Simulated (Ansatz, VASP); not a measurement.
## TiO2: VASP beside Ansatz

Contents of INCAR:

```
PREC = Accurate
ENCUT = 520
EDIFF = 1E-7
ISMEAR = 0
SIGMA = 0.05
LREAL = False
LASPH = True
NELM = 150
ALGO = Normal
ISIF = 2
LWAVE = False
LCHARG = False
LMAXMIX = 4
LDAU = True
LDAUTYPE = 2
LDAUL = 2 -1
LDAUU = 4 0
LDAUJ = 0 0
LDAUPRINT = 1
GGA = PE
IVDW = 12
NBANDS = 19
```

Contents of KPOINTS:

```
Automatic mesh
0
Gamma
  9 9 9
```

POSCAR

```
TiO2
1.0
    1.5742500000      0.9088936613      4.8951988906
   -1.5742500000      0.9088936613      4.8951988906
    0.0000000000     -1.8177873226      4.8951988906
Ti O
1 2
Direct
    0.0000000000      0.0000000000      0.0000000000
    0.6017580785      0.6017580785      0.6017580785
    0.3982419215      0.3982419215      0.3982419215
```

Input for Ansatz:

```yaml
crystal:
  lattice:
    - [1.57425, 0.9088936613, 4.8951988906]
    - [-1.57425, 0.9088936613, 4.8951988906]
    - [0.0, -1.8177873226, 4.8951988906]
  atoms:
    - { symbol: Ti, position: [0.0, 0.0, 0.0] }
    - { symbol: O, position: [0.6017580785, 0.6017580785, 0.6017580785] }
    - { symbol: O, position: [0.3982419215, 0.3982419215, 0.3982419215] }
basis:
  ecutwfc: 520.0
kpoints:
  mp_grid: { grid: [9, 9, 9] }
hamiltonian:
  xc: pbe
  pseudopotentials: { kind: paw, azcp: { folder: soft_1 } }
  dispersion: d3bj
  hubbard: { sites: [{ species: Ti, l: d, u_eff: 4.0 }] }
scf:
  occupations: { method: gaussian, width: 0.05 }
output:
  forces: true
  stress: true
  eigenvalues: true
```

Alike in both runs: task single point; functional PBE; dispersion D3(BJ); k mesh 9 × 9 × 9; occupations gaussian, width 0.05 eV; no spin polarisation; Hubbard terms Ti d U = 4.0 eV.

|  | VASP | Ansatz |
| --- | --- | --- |
| version | VASP 6.6.1 | Ansatz 0.2.0 |
| potentials or method | VASP PAW PBE potentials, release 64 (Ti_sv, O), cutoff 520 eV | scalar-relativistic, plane waves, PAW |
| valence electrons in the cell | 24 | 24 |

|  | VASP | Ansatz | Ansatz less VASP |
| --- | --- | --- | --- |
| gap on the k mesh at the Fermi level (eV) | 2.58 | 2.53 | -0.052 |
| least direct gap on the mesh (eV) | 2.84 | 2.79 | -0.046 |
| pressure (GPa) | -13.2 | -15.4 | -2.29 |
| traceless stress, the component that is largest in VASP (GPa) | 8.67 | 8.96 | +0.286 |
| rms of the force components (eV/Å) | 0.304 | 0.442 | +0.1378 |

The programs project onto different local orbitals, so the same U acts differently, and such runs can settle in different states. Atom by atom the forces differ by 0.138 eV/Å (rms over components).
